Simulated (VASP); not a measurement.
Set up this calculation in VASP 6.6.1, as the native input.

```yaml
Task: single point
Functional: PBE
Potentials_or_basis: VASP PAW PBE potentials, release 64 (Pb_d)
Cutoff: 520 eV
k_mesh: 9 × 9 × 9
Occupations: gaussian, width 0.024 eV
Spin: no spin polarisation
Dipole_correction: no
Further_INCAR_settings: ALGO = Fast; EDIFF = 1e-06; NBANDS = 13
```

The structure of Pb lies in POSCAR:

```
Pb
1.0
    0.0000000000      2.4750200000      2.4750200000
    2.4750200000      0.0000000000      2.4750200000
    2.4750200000      2.4750200000      0.0000000000
Pb
1
Direct
    0.0000000000      0.0000000000      0.0000000000
```

These files were run (other wordings do the same):

INCAR

```
ALGO = Fast
EDIFF = 1E-6
ENCUT = 520
GGA = PE
ISIF = 2
ISMEAR = 0
LASPH = True
LCHARG = False
LREAL = False
LWAVE = False
NBANDS = 13
NELM = 80
PREC = Accurate
SIGMA = 0.024
```

KPOINTS

```
k-points
0
Gamma
  9 9 9
```

Potentials or basis: VASP PAW PBE potentials, release 64 (Pb_d).

Launch:

```console
$ cat potpaw_PBE.64/Pb_d/POTCAR > POTCAR
$ mpirun -np 1 vasp_std > vasp.out
```

Results of the run:

* Pressure: 2.2 GPa
* Band gap on the k mesh: zero (band 7 reaches 14.70 eV, above the bottom of band 8 at 5.74 eV)

Caveat: spin-orbit coupling is left out, which moves the levels of the heavy elements.

Wall time 9.3 s on 1 thread of AMD EPYC 9R45 96-Core Processor (Zen 5), on a shared host, peak memory 0.12 GiB.
